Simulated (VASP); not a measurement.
# CoO (Fm-3m) in VASP: a series of runs, part 2 of 3

VASP 6.6.1. The steps go on from the part before.

## 3. Single point, PBEsol, collinear spin, ferromagnetic start

This run uses another cell than the first one, of 9.07 Å³/atom, 1.012 times its volume.

File INCAR:

```
  ALGO = Normal
  EDIFF = 1E-6
  ENCUT = 520
  GGA = PS
  ISIF = 2
  ISMEAR = -1
  ISPIN = 2
  LASPH = True
  LCHARG = False
  LMAXMIX = 4
  LORBIT = 11
  LREAL = False
  LWAVE = False
  MAGMOM = 2 0
  NBANDS = 18
  NELM = 150
  PREC = Accurate
  SIGMA = 0.05
```

File KPOINTS:

```
k-points
0
Gamma
  11 11 11
```

File POSCAR:

```
CoO
1.0
    0.0000000000      2.0857701052      2.0857701052
    2.0857701052      0.0000000000      2.0857701052
    2.0857701052      2.0857701052      0.0000000000
Co O
1 1
Direct
    0.0000000000      0.0000000000      0.0000000000
    0.5000000000      0.5000000000      0.5000000000
```

Potentials or basis: VASP PAW PBE potentials, release 64 (Co, O).

Started as:

```sh
$ cat potpaw_PBE.64/Co/POTCAR potpaw_PBE.64/O/POTCAR > POTCAR
$ mpirun -np 1 vasp_std > vasp.out
```

OUTCAR:

```text
EDIFF = 1E-6
   ENCUT = 520
   GGA = PS
   ISIF = 2
   ISMEAR = -1
   ISPIN = 2
   LASPH = True
   LORBIT = 11
   LREAL = False
   NELM = 150
   PREC = Accurate

 ion  position               nearest neighbor table
   1  0.000  0.000  0.000-   2 2.09   2 2.09   2 2.09   2 2.09   2 2.09   2 2.09
   2  0.500  0.500  0.500-   1 2.09   1 2.09   1 2.09   1 2.09   1 2.09   1 2.09

  LATTYP: Found a face centered cubic cell.
 ALAT       =     4.1715402104

  Lattice vectors:

 A1 = (   0.0000000000,   2.0857701052,   2.0857701052)
 A2 = (   2.0857701052,   0.0000000000,   2.0857701052)
 A3 = (   2.0857701052,   2.0857701052,   0.0000000000)

Analysis of symmetry for initial positions (statically):
[... 25 lines left out ...]
The dynamic configuration has the point symmetry O_h .

Analysis of structural, dynamic, and magnetic symmetry:
=====================================================================
 Subroutine PRICEL returns:
[... 7 lines left out ...]
 out of a pool of 48 trial point group operations.

The overall configuration has the point symmetry O_h .

 Subroutine INISYM returns: Found 48 space group operations
[... 5 lines left out ...]
                                     Primitive cell

  volume of cell :      18.1480

  direct lattice vectors                    reciprocal lattice vectors
     0.000000000  2.085770105  2.085770105    -0.239719612  0.239719612  0.239719612
     2.085770105  0.000000000  2.085770105     0.239719612 -0.239719612  0.239719612
     2.085770105  2.085770105  0.000000000     0.239719612  0.239719612 -0.239719612

  length of vectors
     2.949724371  2.949724371  2.949724371     0.415206547  0.415206547  0.415206547

  position of ions in fractional coordinates (direct lattice)
     0.000000000  0.000000000  0.000000000
     0.500000000  0.500000000  0.500000000

  ion indices of the primitive-cell ions
   primitive index   ion index
                 1           1
                 2           2

----------------------------------------------------------------------------------------

 KPOINTS: k-points

Automatic generation of k-mesh.
 Grid dimensions read from file:
 generate k-points for:   11   11   11

 Generating k-lattice:

  Cartesian coordinates                     Fractional coordinates (reciprocal lattice)
    -0.021792692  0.021792692  0.021792692     0.090909091  0.000000000  0.000000000
     0.021792692 -0.021792692  0.021792692     0.000000000  0.090909091  0.000000000
     0.021792692  0.021792692 -0.021792692     0.000000000  0.000000000  0.090909091

  Length of vectors
     0.037746050  0.037746050  0.037746050

  Shift w.r.t. Gamma in fractional coordinates (k-lattice)
     0.000000000  0.000000000  0.000000000

 Subroutine IBZKPT returns following result:
 ===========================================

 Found     56 irreducible k-points:

 Following reciprocal coordinates:
            Coordinates               Weight
  0.000000  0.000000  0.000000      1.000000
  0.090909  0.000000  0.000000      8.000000
  0.181818  0.000000  0.000000      8.000000
  0.272727  0.000000  0.000000      8.000000
  0.363636  0.000000  0.000000      8.000000
  0.454545  0.000000  0.000000      8.000000
[... 16 lines left out ...]
 -0.272727  0.181818  0.000000     24.000000
 -0.181818  0.181818  0.000000     12.000000
 [... further k-points ...]
   k-points           NKPTS =     56   k-points in BZ     NKDIM =     56   number of bands    NBANDS=     18
   number of dos      NEDOS =    301   number of ions     NIONS =      2
   total plane-waves  NPLWV =  13824
   dimension x,y,z NGX =    24 NGY =   24 NGZ =   24
   dimension x,y,z NGXF=    48 NGYF=   48 NGZF=   48
   ions per type =               1   1
   NGX,Y,Z   is equivalent  to a cutoff of  13.53, 13.53, 13.53 a.u.
   NGXF,Y,Z  is equivalent  to a cutoff of  27.05, 27.05, 27.05 a.u.
 SYSTEM =  unknown system
   PREC   = accura    normal or accurate (medium, high low for compatibility)
   ISTART =      0    job   : 0-new  1-cont  2-samecut
   ICHARG =      2    charge: 1-file 2-atom 10-const
   ISPIN  =      2    spin polarized calculation?
   LNONCOLLINEAR =      F non collinear calculations
   LSORBIT =      F    spin-orbit coupling
   LASPH  =      T    aspherical Exc in radial PAW
   ENCUT  =  520.0 eV  38.22 Ry    6.18 a.u.   5.48  5.48  5.48*2*pi/ulx,y,z
   NELM   =    150;   NELMIN=  2; NELMDL= -5     # of ELM steps
   EDIFF  = 0.1E-05   stopping-criterion for ELM
   LREAL  =      F    real-space projection
   EDIFFG = 0.1E-04   stopping-criterion for IOM
   NSW    =      0    number of steps for IOM
   IBRION =     -1    ionic relax: 0-MD 1-quasi-New 2-CG
   NFREE  =      0    steps in history (QN), initial steepest desc. (CG)
   ISIF   =      2    stress and relaxation
   ISYM   =      2    0-nonsym 1-usesym 2-fastsym
   POTIM  = 0.5000    time-step for ionic-motion
   TEBEG  =    0.0;   TEEND  =   0.0 temperature during run
   PSTRESS=    0.0 pullay stress
   NELECT =      15.0000    total number of electrons
   NUPDOWN=      -1.0000    fix difference up-down
   EMIN   =  10.00;   EMAX   =-10.00  energy-range for DOS
   EFERMI =   0.00;   METHOD = LEGACY
   ISMEAR =    -1;   SIGMA  =   0.05  broadening in eV -4-tet -1-fermi 0-gaus
   EFERMI_NEDOS =   21; number of points for ismear=-14 and -15
   IALGO  =     38    algorithm
   IMIX   =      4    mixing-type and parameters
     AMIX     =   0.40;   BMIX     =  1.00
     AMIX_MAG =   1.60;   BMIX_MAG =  1.00
  volume/ion in A,a.u.               =       9.07        61.23
  Fermi-wavevector in a.u.,A,eV,Ry     =   1.536369  2.903316 32.115588  2.360429
  Thomas-Fermi vector in A             =   2.643027
   LORBIT       =     11    0 simple, 1 ext, 2 COOP (PROOUT), +10 PAW based schemes
   GGA     = PS    functional components
   LHFCALC =     F    Hartree Fock is set to
   AEXX    =    0.0000 exact exchange contribution
   IVDW    =     0    specifies the selected vdW correction
   LEPSILON=     F    determine dielectric tensor
   LRPA    =     F    only Hartree local field effects (RPA)
 spin polarized calculation
  energy-cutoff  :      520.00
  volume of cell :       18.15
 maximum number of plane-waves:       531
 NGX is ok and might be reduce to    24
   NGX = 11   NGY = 11   NGZ = 11

 number of electron      14.9999997 magnetization       2.7686726

 Free energy of the ion-electron system (eV)
  ---------------------------------------------------
  ext. energy  EPLUGINS =         0.00000000
  ---------------------------------------------------
  free energy    TOTEN  =       -14.00446864 eV

  energy without entropy =      -13.97159182  energy(sigma->0) =      -13.98803023

 E-fermi :   8.7340     XC(G=0): -13.0265

 val. band max:        8.7290695586   @ k =   0.4545   0.2727   0.0909
 cond. band min:       8.7495976392   @ k =   0.3636   0.1818   0.0000
 fundamental gap:      0.0205280806
 Fermi energy:         8.7339604421

 spin component 1

 k-point     1 :       0.0000    0.0000    0.0000
  band No.  band energies     occupation
      1     -12.1014      1.00000
      2       5.2219      1.00000
      3       5.2219      1.00000
      4       5.2219      1.00000
      5       5.4676      1.00000
      6       5.4676      1.00000
[... 10 lines left out ...]
     17      31.1476      0.00000
     18      34.2666      0.00000
[... 466 lines left out ...]
      2       1.5424      1.00000
      3       2.7280      1.00000
      4       3.2930      1.00000
      5       5.9418      1.00000
      6       6.0483      1.00000
[... 10 lines left out ...]
     17      37.3468      0.00000
     18      39.0702      0.00000

 [... further k-points ...]

 spin component 2

 k-point     1 :       0.0000    0.0000    0.0000
  band No.  band energies     occupation
      1     -11.6147      1.00000
      2       5.7769      1.00000
      3       5.7769      1.00000
      4       5.7769      1.00000
      5       7.4805      1.00000
      6       7.4806      1.00000
[... 10 lines left out ...]
     17      32.0659      0.00000
     18      35.0856      0.00000
[... 466 lines left out ...]
      2       2.2530      1.00000
      3       4.0261      1.00000
      4       4.0636      1.00000
      5       7.9404      1.00000
      6       8.3923      0.99892
[... 10 lines left out ...]
     17      37.9682      0.00000
     18      39.6779      0.00000

 [... further k-points ...]
[... 5 lines left out ...]
  --------------------------------------------------------------------------------------
  -------------------------------------------------------------------------------------
  Total       -0.0988781     -0.0988781     -0.0988781      0.0000000      0.0000000      0.0000000
  in kB       -8.7293371     -8.7293371     -8.7293371      0.0000000      0.0000000      0.0000000
  external PRESSURE =      -8.7293371 kB  Pullay stress =       0.0000000 kB

 VOLUME and BASIS-vectors are now :
 -----------------------------------------------------------------------------
  energy-cutoff  :      520.00
  volume of cell :       18.15
      direct lattice vectors                 reciprocal lattice vectors
     0.000000000  2.085770105  2.085770105    -0.239719612  0.239719612  0.239719612
     2.085770105  0.000000000  2.085770105     0.239719612 -0.239719612  0.239719612
     2.085770105  2.085770105  0.000000000     0.239719612  0.239719612 -0.239719612

 POSITION                                       TOTAL-FORCE (eV/Angst)
 -----------------------------------------------------------------------------------
      0.00000      0.00000      0.00000        -0.000000      0.000000     -0.000000
      2.08577      2.08577      2.08577         0.000000      0.000000      0.000000
 -----------------------------------------------------------------------------------
    total drift:                                0.000000     -0.000000     -0.000000

  FREE ENERGIE OF THE ION-ELECTRON SYSTEM (eV)
  ---------------------------------------------------
  free  energy   TOTEN  =       -14.0044686395 eV

  energy  without entropy=      -13.9715918200  energy(sigma->0) =      -13.98803023

 total charge

# of ion       s       p       d       tot
------------------------------------------
    1        0.315   0.404   7.202   7.922
    2        1.552   3.426   0.000   4.978
--------------------------------------------------
tot          1.867   3.831   7.202  12.899

 magnetization (x)

# of ion       s       p       d       tot
------------------------------------------
    1        0.021   0.019   2.402   2.442
    2        0.031   0.250   0.000   0.281
--------------------------------------------------
tot          0.051   0.269   2.402   2.722
```

stdout:

```text
POSCAR found type information on POSCAR CoO
 POSCAR found :  2 types and       2 ions
 scaLAPACK will be used
 -----------------------------------------------------------------------------
|                                                                             |
|                                                                             |
|     You enforced a specific xc type in the INCAR file but a different       |
|     I HOPE YOU KNOW WHAT YOU ARE DOING!                                     |
|                                                                             |
 -----------------------------------------------------------------------------

 LDA part: xc-table for (Slater+PW92), standard interpolation
 POSCAR, INCAR and KPOINTS ok, starting setup
 FFT: planning ... GRIDC
 FFT: planning ... GRID_SOFT
 FFT: planning ... GRID
 WAVECAR not read
 entering main loop
```

Wall time 68 s (1 thread of Intel Xeon 8259CL, shared host); peak memory 0.17 GiB.

Results:

| Item | Value |
| --- | --- |
| Free energy | -14.0045 eV |
| Pressure | -0.9 GPa |
| Net moment | 2.77 μB per cell |
| Site moments | Co +2.44; O +0.28 μB |
| Valence electrons inside the program's atomic spheres | Co 7.92; O 4.98 |

Levels at points of the mesh, in eV from the Fermi level:
Spin up:
```
           k point  band 6  band 7  band 8  band 9  band 10  band 11  band 12  band 13
(0.00, 0.00, 0.00)   -3.27   -3.17   -3.17   -3.17     1.19    16.75    18.42    18.42
```
Spin down:
| k point | band 2 | band 3 | band 4 | band 5 | band 6 | band 7 | band 8 | band 9 | band 10 | band 11 |
| --- | --- | --- | --- | --- | --- | --- | --- | --- | --- | --- |
| (0.00, 0.00, 0.00) | -2.96 | -2.96 | -2.96 | -1.25 | -1.25 | -1.25 | -0.25 | -0.25 | 1.72 | 16.71 |

Caveat: the PAW data sets were made with another functional, which shifts forces and pressure a little; a cell with one magnetic atom can't hold antiferromagnetic order, which such compounds often take; semilocal functionals often make such compounds metallic where correlation or magnetic order opens a gap, which also shifts bond lengths. With open d or f shells a metallic result of PBEsol can be an artefact of self-interaction; +U or a hybrid may open a gap.

[end of part 2 of 3]
